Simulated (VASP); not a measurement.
Set up this calculation in VASP 6.6.1, as the native input.

| Item | Value |
| --- | --- |
| Task | single point |
| Functional | PBEsol |
| Potentials or basis | VASP PAW PBE potentials, release 64 (Ag) |
| Cutoff | 520 eV |
| k mesh | 22 × 22 × 22 |
| Occupations | fermi-dirac, width 0.1 eV |
| Spin | no spin polarisation |
| Dipole correction | no |
| Further INCAR settings | ALGO = Normal; EDIFF = 1e-07; NBANDS = 12 |

The structure of Ag lies in POSCAR:

```
Ag
1.0
    0.0000000000      2.1041403011      2.1041403011
    2.1041403011      0.0000000000      2.1041403011
    2.1041403011      2.1041403011      0.0000000000
Ag
1
Direct
    0.0000000000      0.0000000000      0.0000000000
```

This cell differs from its parent crystal: volume scaled by 1.12.

One way to write it, as run:

INCAR

```
PREC = Accurate
ENCUT = 520
EDIFF = 1E-7
ISMEAR = -1
SIGMA = 0.1
LREAL = F
LASPH = T
NELM = 100
ALGO = Normal
ISIF = 2
LWAVE = F
LCHARG = F
GGA = PS
NBANDS = 12
```

KPOINTS

```
regular mesh
0
Gamma
  22 22 22
```

Potentials or basis: VASP PAW PBE potentials, release 64 (Ag).

The run is started by

```bash
$ cat potpaw_PBE.64/Ag/POTCAR > POTCAR
$ mpirun -np 1 vasp_std > vasp.out
```

Results of the run:

```
Pressure : -9.8 GPa
```

Caveat: the PAW data sets were made with another functional, which shifts forces and pressure a little.

Wall time 21 s on 1 thread of Intel(R) Xeon(R) Platinum 8559C (Emerald Rapids) (shared host), peak memory 0.19 GiB.
